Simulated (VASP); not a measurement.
# CdS (Hawleyite) (P1) in VASP: a series of runs

CdS (Hawleyite) is run at these levels: PBE; tasks: single point.

All numbers are computed with VASP 6.6.1; they aren't measurements. Logs are shortened: lines on timing, memory, paths and dates and some standing lists are left out, and cuts for length are marked.

**1. The cell of the first run**

The typed cell holds 2 atoms: a = 4.093 Å, b = 4.063 Å, c = 4.004 Å, α = 61.06°, β = 62.63°, γ = 60.35°.

**2. Single point, PBE**

File INCAR:

```
SYSTEM = CdS
PREC = Accurate
ENCUT = 520
EDIFF = 1E-7
ISMEAR = 0
SIGMA = 0.01
LREAL = .FALSE.
LASPH = .TRUE.
NELM = 100
ALGO = Normal
ISIF = 2
LWAVE = .FALSE.
LCHARG = .FALSE.
GGA = PE
NBANDS = 16
```

File KPOINTS:

```
regular mesh
0
G
  4 4 4
  0 0 0
```

File POSCAR:

```
CdS
1.0
   -0.0855900000      2.8337100000      2.9526500000
    2.8421600000     -0.0357600000      2.9028100000
    2.8603000000      2.8020200000     -0.0539000000
Cd S
1 1
Direct
    0.0044100000      0.0085800000      0.9974700000
    0.2372500000      0.2559500000      0.2420900000
```

Potentials or basis: VASP PAW PBE potentials, release 64 (Cd, S).

Started as:

```console
$ cat potpaw_PBE.64/Cd/POTCAR potpaw_PBE.64/S/POTCAR > POTCAR
$ mpirun -np 1 vasp_std > vasp.out
```

OUTCAR:

```text
SYSTEM = CdS
   PREC = Accurate
   ENCUT = 520
   EDIFF = 1E-7
   ISMEAR = 0
   LREAL = .FALSE.
   LASPH = .TRUE.
   NELM = 100
   ISIF = 2
   GGA = PE

 ion  position               nearest neighbor table
   1  0.004  0.009  0.997-   2 2.37   2 2.51   2 2.53   2 2.61
   2  0.237  0.256  0.242-   1 2.37   1 2.51   1 2.53   1 2.61

  LATTYP: Found a triclinic cell.
 ALAT       =     7.0619870137
 B/A-ratio  =     0.5805396788
 C/A-ratio  =     1.3915135351
 COS(alpha) =     0.0021519058
 COS(beta)  =     0.4710760903
 COS(gamma) =     0.8664934472

  Lattice vectors:

 A1 = (   5.7699100000,  -2.9052300000,   2.8529700000)
 A2 = (   2.9277500000,  -2.8694700000,  -0.0498400000)
 A3 = (   5.6168700000,   5.5999700000,   5.8015600000)

Analysis of symmetry for initial positions (statically):
=====================================================================
 Subroutine PRICEL returns:
 Original cell was already a primitive cell.

 Routine SETGRP: Setting up the symmetry group for a
 triclinic supercell.

 Subroutine GETGRP returns: Found  1 space group operations
 (whereof  1 operations were pure point group operations)
 out of a pool of  2 trial point group operations.

The static configuration has the point symmetry C_1 .

Analysis of symmetry for dynamics (positions and initial velocities):
=====================================================================
 Subroutine PRICEL returns:
 Original cell was already a primitive cell.

 Routine SETGRP: Setting up the symmetry group for a
 triclinic supercell.

 Subroutine GETGRP returns: Found  1 space group operations
 (whereof  1 operations were pure point group operations)
 out of a pool of  2 trial point group operations.

The dynamic configuration has the point symmetry C_1 .

 Subroutine INISYM returns: Found  1 space group operations
 (whereof  1 operations are pure point group operations),
 and found     1 'primitive' translations

----------------------------------------------------------------------------------------

                                     Primitive cell

  volume of cell :      48.4744

  direct lattice vectors                    reciprocal lattice vectors
    -0.085590000  2.833710000  2.952650000    -0.167754517  0.174444553  0.166398529
     2.842160000 -0.035760000  2.902810000     0.173826112 -0.174129987  0.172154391
     2.860300000  2.802020000 -0.053900000     0.171870177  0.178245636 -0.166083374

  length of vectors
     4.093333609  4.062690997  4.004439709     0.293702146  0.300289700  0.298151894

  position of ions in fractional coordinates (direct lattice)
     0.004410000  0.008580000  0.997470000
     0.237250000  0.255950000  0.242090000

  ion indices of the primitive-cell ions
   primitive index   ion index
                 1           1
                 2           2

----------------------------------------------------------------------------------------

 KPOINTS: regular mesh

Automatic generation of k-mesh.
 Grid dimensions read from file:
 generate k-points for:    4    4    4

 Generating k-lattice:

  Cartesian coordinates                     Fractional coordinates (reciprocal lattice)
    -0.041938629  0.043611138  0.041599632     0.250000000  0.000000000  0.000000000
     0.043456528 -0.043532497  0.043038598    -0.000000000  0.250000000 -0.000000000
     0.042967544  0.044561409 -0.041520843     0.000000000  0.000000000  0.250000000

  Length of vectors
     0.073425536  0.075072425  0.074537973

  Shift w.r.t. Gamma in fractional coordinates (k-lattice)
     0.000000000  0.000000000  0.000000000

 Subroutine IBZKPT returns following result:
 ===========================================

 Found     36 irreducible k-points:

 Following reciprocal coordinates:
            Coordinates               Weight
  0.000000  0.000000  0.000000      1.000000
  0.250000  0.000000 -0.000000      2.000000
  0.500000  0.000000 -0.000000      1.000000
  0.000000  0.250000  0.000000      2.000000
  0.250000  0.250000  0.000000      2.000000
  0.500000  0.250000  0.000000      2.000000
[... 16 lines left out ...]
  0.000000 -0.250000  0.250000      2.000000
  0.250000 -0.250000  0.250000      2.000000
 [... further k-points ...]
   k-points           NKPTS =     36   k-points in BZ     NKDIM =     36   number of bands    NBANDS=     16
   number of dos      NEDOS =    301   number of ions     NIONS =      2
   total plane-waves  NPLWV =  27000
   dimension x,y,z NGX =    30 NGY =   30 NGZ =   30
   dimension x,y,z NGXF=    60 NGYF=   60 NGZF=   60
   ions per type =               1   1
   NGX,Y,Z   is equivalent  to a cutoff of  12.18, 12.28, 12.45 a.u.
   NGXF,Y,Z  is equivalent  to a cutoff of  24.37, 24.55, 24.91 a.u.
 SYSTEM =  CdS
   PREC   = accura    normal or accurate (medium, high low for compatibility)
   ISTART =      0    job   : 0-new  1-cont  2-samecut
   ICHARG =      2    charge: 1-file 2-atom 10-const
   ISPIN  =      1    spin polarized calculation?
   LNONCOLLINEAR =      F non collinear calculations
   LSORBIT =      F    spin-orbit coupling
   LASPH  =      T    aspherical Exc in radial PAW
   ENCUT  =  520.0 eV  38.22 Ry    6.18 a.u.   7.61  7.55  7.45*2*pi/ulx,y,z
   NELM   =    100;   NELMIN=  2; NELMDL= -5     # of ELM steps
   EDIFF  = 0.1E-06   stopping-criterion for ELM
   LREAL  =      F    real-space projection
   EDIFFG = 0.1E-05   stopping-criterion for IOM
   NSW    =      0    number of steps for IOM
   IBRION =     -1    ionic relax: 0-MD 1-quasi-New 2-CG
   NFREE  =      0    steps in history (QN), initial steepest desc. (CG)
   ISIF   =      2    stress and relaxation
   ISYM   =      2    0-nonsym 1-usesym 2-fastsym
   POTIM  = 0.5000    time-step for ionic-motion
   TEBEG  =    0.0;   TEEND  =   0.0 temperature during run
   PSTRESS=    0.0 pullay stress
   NELECT =      18.0000    total number of electrons
   NUPDOWN=      -1.0000    fix difference up-down
   EMIN   =  10.00;   EMAX   =-10.00  energy-range for DOS
   EFERMI =   0.00;   METHOD = LEGACY
   ISMEAR =     0;   SIGMA  =   0.01  broadening in eV -4-tet -1-fermi 0-gaus
   EFERMI_NEDOS =   21; number of points for ismear=-14 and -15
   IALGO  =     38    algorithm
   IMIX   =      4    mixing-type and parameters
     AMIX     =   0.40;   BMIX     =  1.00
     AMIX_MAG =   1.60;   BMIX_MAG =  1.00
  volume/ion in A,a.u.               =      24.24       163.56
  Fermi-wavevector in a.u.,A,eV,Ry     =   1.176688  2.223618 18.838564  1.384595
  Thomas-Fermi vector in A             =   2.313048
   LORBIT       =      0    0 simple, 1 ext, 2 COOP (PROOUT), +10 PAW based schemes
   GGA     = PE    functional components
   LHFCALC =     F    Hartree Fock is set to
   AEXX    =    0.0000 exact exchange contribution
   IVDW    =     0    specifies the selected vdW correction
   LEPSILON=     F    determine dielectric tensor
   LRPA    =     F    only Hartree local field effects (RPA)
 non-spin polarized calculation
 Gauss-broadening in eV      SIGMA  =   0.01
  energy-cutoff  :      520.00
  volume of cell :       48.47
 maximum number of plane-waves:      1320
   NGX = 15   NGY = 15   NGZ = 15

 number of electron      17.9999999 magnetization

 Free energy of the ion-electron system (eV)
  ---------------------------------------------------
  ext. energy  EPLUGINS =         0.00000000
  ---------------------------------------------------
  free energy    TOTEN  =        -5.98115047 eV

  energy without entropy =       -5.98115047  energy(sigma->0) =       -5.98115047

 E-fermi :   1.7247     XC(G=0):  -9.2465

 val. band max:        1.6016936155   @ k =   0.0000   0.0000   0.0000
 cond. band min:       2.7559514293   @ k =   0.0000   0.0000   0.0000
 fundamental gap:      1.1542578138
 Fermi energy:         1.7246572041

 k-point     1 :       0.0000    0.0000    0.0000
  band No.  band energies     occupation
      1     -11.0104      2.00000
      2      -6.4231      2.00000
      3      -6.3097      2.00000
      4      -6.2464      2.00000
      5      -5.8168      2.00000
      6      -5.7999      2.00000
[... 8 lines left out ...]
     15      13.0841      0.00000
     16      13.2901      0.00000

 k-point     2 :       0.2500    0.0000   -0.0000
  band No.  band energies     occupation
      1     -10.8078      2.00000
      2      -6.3546      2.00000
      3      -6.2662      2.00000
      4      -6.0051      2.00000
      5      -5.8012      2.00000
      6      -5.7923      2.00000
[... 8 lines left out ...]
     15      12.3743      0.00000
     16      13.1259      0.00000

 k-point     3 :       0.5000    0.0000   -0.0000
  band No.  band energies     occupation
      1     -10.6038      2.00000
      2      -6.3000      2.00000
      3      -6.2372      2.00000
      4      -5.7821      2.00000
      5      -5.7589      2.00000
      6      -5.4193      2.00000
[... 8 lines left out ...]
     15      13.8765      0.00000
     16      14.1980      0.00000

 k-point     4 :       0.0000    0.2500    0.0000
  band No.  band energies     occupation
      1     -10.7840      2.00000
      2      -6.3202      2.00000
      3      -6.2199      2.00000
      4      -6.0462      2.00000
      5      -5.8011      2.00000
      6      -5.7969      2.00000
[... 8 lines left out ...]
     15      12.3503      0.00000
     16      12.9370      0.00000

 k-point     5 :       0.2500    0.2500    0.0000
  band No.  band energies     occupation
      1     -10.7216      2.00000
      2      -6.2523      2.00000
      3      -6.1405      2.00000
      4      -6.0750      2.00000
      5      -5.8363      2.00000
      6      -5.7627      2.00000
[... 8 lines left out ...]
     15      13.5552      0.00000
     16      16.4481      0.00000

 k-point     6 :       0.5000    0.2500    0.0000
  band No.  band energies     occupation
      1     -10.5217      2.00000
      2      -6.1942      2.00000
      3      -6.1276      2.00000
      4      -5.8818      2.00000
      5      -5.7614      2.00000
      6      -5.3937      2.00000
[... 8 lines left out ...]
     15      14.0558      0.00000
     16      15.1991      0.00000

 k-point     7 :      -0.2500    0.2500    0.0000
  band No.  band energies     occupation
      1     -10.5834      2.00000
      2      -6.2504      2.00000
      3      -6.1667      2.00000
      4      -5.8634      2.00000
      5      -5.8066      2.00000
      6      -5.5097      2.00000
[... 8 lines left out ...]
     15      14.1202      0.00000
     16      14.9431      0.00000

 k-point     8 :       0.0000    0.5000    0.0000
  band No.  band energies     occupation
      1     -10.5578      2.00000
      2      -6.2317      2.00000
      3      -6.1954      2.00000
      4      -5.7863      2.00000
      5      -5.7501      2.00000
      6      -5.3916      2.00000
[... 8 lines left out ...]
     15      14.1510      0.00000
     16      14.1709      0.00000

 k-point     9 :       0.2500    0.5000    0.0000
  band No.  band energies     occupation
      1     -10.4986      2.00000
      2      -6.1440      2.00000
      3      -6.1192      2.00000
      4      -5.8652      2.00000
      5      -5.7588      2.00000
      6      -5.3849      2.00000
[... 8 lines left out ...]
     15      14.3386      0.00000
     16      15.3341      0.00000
[... 172 lines left out ...]
 k-point    19 :       0.0000    0.5000    0.2500
  band No.  band energies     occupation
      1     -10.4905      2.00000
      2      -6.1500      2.00000
      3      -6.0950      2.00000
      4      -5.8953      2.00000
      5      -5.7601      2.00000
      6      -5.3584      2.00000
[... 8 lines left out ...]
     15      14.2949      0.00000
     16      15.3124      0.00000

 k-point    20 :       0.2500    0.5000    0.2500
  band No.  band energies     occupation
      1     -10.5418      2.00000
      2      -6.1426      2.00000
      3      -6.0831      2.00000
      4      -5.8434      2.00000
      5      -5.8236      2.00000
      6      -5.5698      2.00000
[... 8 lines left out ...]
     15      14.0072      0.00000
     16      15.0647      0.00000

 k-point    21 :       0.5000    0.5000    0.2500
  band No.  band energies     occupation
      1     -10.4788      2.00000
      2      -6.1170      2.00000
      3      -5.9793      2.00000
      4      -5.9196      2.00000
      5      -5.7672      2.00000
      6      -5.3973      2.00000
[... 8 lines left out ...]
     15      14.3942      0.00000
     16      15.2516      0.00000

 k-point    22 :      -0.2500    0.5000    0.2500
  band No.  band energies     occupation
      1     -10.4303      2.00000
      2      -6.1060      2.00000
      3      -6.0375      2.00000
      4      -5.8573      2.00000
      5      -5.8008      2.00000
      6      -5.1445      2.00000
[... 8 lines left out ...]
     15      14.4777      0.00000
     16      14.8577      0.00000

 k-point    23 :       0.0000   -0.2500    0.2500
  band No.  band energies     occupation
      1     -10.5698      2.00000
      2      -6.2360      2.00000
      3      -6.1227      2.00000
      4      -5.8647      2.00000
      5      -5.7993      2.00000
      6      -5.5245      2.00000
[... 8 lines left out ...]
     15      14.0277      0.00000
     16      14.9901      0.00000

 k-point    24 :       0.2500   -0.2500    0.2500
  band No.  band energies     occupation
      1     -10.4892      2.00000
      2      -6.1913      2.00000
      3      -6.0312      2.00000
      4      -5.9587      2.00000
      5      -5.7434      2.00000
      6      -5.3340      2.00000
[... 8 lines left out ...]
     15      14.2040      0.00000
     16      15.1719      0.00000

 [... further k-points ...]
[... 5 lines left out ...]
  --------------------------------------------------------------------------------------
  -------------------------------------------------------------------------------------
  Total        1.8337178      1.8175983      1.6826742      1.0059559      0.4534937      1.2354671
  in kB       60.6080609     60.0752799     55.6157651     33.2488657     14.9888776     40.8346712
  external PRESSURE =      58.7663686 kB  Pullay stress =       0.0000000 kB

 VOLUME and BASIS-vectors are now :
 -----------------------------------------------------------------------------
  energy-cutoff  :      520.00
  volume of cell :       48.47
      direct lattice vectors                 reciprocal lattice vectors
    -0.085590000  2.833710000  2.952650000    -0.167754517  0.174444553  0.166398529
     2.842160000 -0.035760000  2.902810000     0.173826112 -0.174129987  0.172154391
     2.860300000  2.802020000 -0.053900000     0.171870177  0.178245636 -0.166083374

 POSITION                                       TOTAL-FORCE (eV/Angst)
 -----------------------------------------------------------------------------------
      2.87707      2.80712     -0.01584        -0.360703     -0.699712     -0.625777
      1.39959      1.34149      1.43044         0.360703      0.699712      0.625777
 -----------------------------------------------------------------------------------
    total drift:                               -0.000459      0.000284     -0.000139

  FREE ENERGIE OF THE ION-ELECTRON SYSTEM (eV)
  ---------------------------------------------------
  free  energy   TOTEN  =        -5.9811504654 eV

  energy  without entropy=       -5.9811504654  energy(sigma->0) =       -5.98115047
```

It took 26 s on 1 thread of Intel Xeon Platinum 8259CL at 2.50GHz (Skylake/Cascade Lake), shared host; peak memory 0.17 GiB.

Results:

- Free energy: -5.9812 eV
- Pressure: 5.9 GPa
- Largest force: 1.006 eV/Å
- Band gap on the k mesh: 1.15 eV, direct

Forces in eV/Å, atoms in the order of the input:
```
Cd  -0.361 -0.700 -0.626
S    0.361  0.700  0.626
```

Levels at points of the mesh, in eV from the valence-band top:
```
           k point  band 6  band 7  band 8  band 9  band 10  band 11  band 12  band 13
(0.00, 0.00, 0.00)   -7.40   -0.15   -0.06    0.00     1.15     6.20     6.44     6.84
(0.50, 0.00, 0.00)   -7.02   -4.48   -0.80   -0.60     3.01     6.73     7.24     7.37
(0.00, 0.50, 0.00)   -6.99   -4.60   -0.88   -0.81     2.92     6.43     7.46     7.53
(0.50, 0.50, 0.00)   -6.98   -4.25   -2.04   -1.82     3.52     4.48     9.01    10.75
(0.00, 0.00, 0.50)   -7.00   -4.58   -0.97   -0.65     3.00     6.71     7.17     7.48
(0.50, 0.00, 0.50)   -6.89   -3.99   -2.24   -1.95     3.36     4.15     9.45    10.57
(0.00, 0.50, 0.50)   -6.93   -4.15   -2.07   -1.95     3.44     4.30     9.20    10.66
(0.50, 0.50, 0.50)   -7.01   -4.78   -1.09   -0.94     2.96     6.65     7.16     7.73
```

Caveat: the k points lie up to 0.47 Å⁻¹ apart; forces of over 1 eV/Å act on the atoms, so gaps and moduli don't describe the material at rest.

**3. Single point, PBE**

File INCAR:

```
SYSTEM = CdS
  PREC = Accurate
  ENCUT = 520
  EDIFF = 1E-6
  ISMEAR = 0
  SIGMA = 0.01
  LREAL = .False.
  LASPH = .True.
  NELM = 80
  ALGO = Normal
  ISIF = 2
  LWAVE = .False.
  LCHARG = .False.
  GGA = PE
  NBANDS = 16
```

File KPOINTS:

```
regular mesh
0
Gamma
  4 4 4
  0 0 0
```

Edit POSCAR of step 2 so:

```diff
@@ -9,2 +9,2 @@
     0.0044100000      0.0085800000      0.9974700000
-    0.2372500000      0.2559500000      0.2420900000
+    0.2381222228      0.2550793501      0.2429812282
```

Potentials or basis: VASP PAW PBE potentials, release 64 (Cd, S).

Started as:

```console
$ cat potpaw_PBE.64/Cd/POTCAR potpaw_PBE.64/S/POTCAR > POTCAR
$ mpirun -np 1 vasp_std > vasp.out
```

It took 26 s on 1 thread of Intel Xeon Platinum 8259CL at 2.50GHz (Skylake/Cascade Lake), shared host; peak memory 0.18 GiB.

The run converged. Its results:

| Quantity | Value |
| --- | --- |
| Free energy | -5.9846 eV |
| Pressure | 5.8 GPa |
| Largest force | 0.979 eV/Å |
| Band gap on the k mesh | 1.15 eV, direct |

Forces on the atoms (eV/Å):
```
Cd  -0.350 -0.671 -0.621
S    0.350  0.671  0.621
```

Stress tensor (GPa, compression positive):
```
6.01 3.31 3.94
3.31 5.99 1.46
3.94 1.46 5.51
```

Levels at points of the mesh, in eV from the valence-band top:
| k point | band 7 | band 8 | band 9 | band 10 | band 11 | band 12 |
| --- | --- | --- | --- | --- | --- | --- |
| (0.00, 0.00, 0.00) | -0.15 | -0.05 | 0.00 | 1.15 | 6.20 | 6.44 |
| (0.50, 0.00, 0.00) | -4.48 | -0.80 | -0.60 | 3.02 | 6.74 | 7.24 |
| (0.00, 0.50, 0.00) | -4.60 | -0.88 | -0.81 | 2.92 | 6.44 | 7.45 |
| (0.50, 0.50, 0.00) | -4.25 | -2.04 | -1.82 | 3.52 | 4.49 | 9.01 |
| (0.00, 0.00, 0.50) | -4.58 | -0.97 | -0.65 | 3.00 | 6.72 | 7.16 |
| (0.50, 0.00, 0.50) | -4.00 | -2.24 | -1.95 | 3.36 | 4.15 | 9.45 |
| (0.00, 0.50, 0.50) | -4.15 | -2.06 | -1.96 | 3.44 | 4.30 | 9.20 |
| (0.50, 0.50, 0.50) | -4.78 | -1.09 | -0.94 | 2.95 | 6.65 | 7.15 |

Caveat: the k points lie up to 0.47 Å⁻¹ apart.
